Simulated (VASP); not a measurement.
Wanted: the native input for a VASP 6.6.1 run.

| Property | Result |
| --- | --- |
| Task | single point |
| Functional | PBE |
| Potentials or basis | VASP PAW PBE potentials, release 64 (Ta_pv, Si, O) |
| Cutoff | 600 eV |
| k mesh | 3 × 3 × 3 |
| Occupations | gaussian, width 0.15 eV |
| Spin | no spin polarisation |
| Dipole correction | no |
| Further INCAR settings | ALGO = Normal; EDIFF = 1e-06; NBANDS = 31 |

The structure of Ta2SiO3 lies in POSCAR:

```
Ta2SiO3
1.0
    4.1735387574      0.0000000000      0.0000000000
    0.0000000000      4.1735387574      0.0000000000
    0.0000000000      0.0000000000      4.2570220458
Ta Si O
2 1 3
Direct
    0.0000000000      0.5000000000      0.6661661064
    0.5000000000      0.0000000000      0.6661661064
    0.5000000000      0.5000000000      1.0792766237
    0.5000000000      0.5000000000      0.4713212558
    0.0000000000      0.5000000000      0.1736653438
    0.5000000000      0.0000000000      0.1736653438
```

The cell was built from a structure type or drawn by symmetry, and may not be a known phase.

These files were run (other wordings do the same):

INCAR

```
PREC = Accurate ; ENCUT = 600
EDIFF = 1E-6 ; ISMEAR = 0
SIGMA = 0.15 ; LREAL = F
LASPH = T ; NELM = 120
ALGO = Normal ; ISIF = 2
LWAVE = F ; LCHARG = F
GGA = PE ; NBANDS = 31
GGA_COMPAT = F
```

KPOINTS

```
regular mesh
0
Gamma
  3 3 3
```

Potentials or basis: VASP PAW PBE potentials, release 64 (Ta_pv, Si, O).

Run with:

```console
$ cat potpaw_PBE.64/Ta_pv/POTCAR potpaw_PBE.64/Si/POTCAR potpaw_PBE.64/O/POTCAR > POTCAR
$ mpirun -np 1 vasp_std > vasp.out
```

It gave:

```
Pressure               : 0.2 GPa
Largest force          : 0.063 eV/Å
Band gap on the k mesh : zero (bands 22 and 23 overlap by 0.96 eV)
```

Caveat: the k points lie up to 0.50 Å⁻¹ apart, too coarse for converged energies and pressures of a metal; spin-orbit coupling is left out, which moves the levels of the heavy elements.

It took 12 s on 1 thread of Intel(R) Xeon(R) 6975P-C (Granite Rapids) (shared host), peak memory 0.2 GiB.
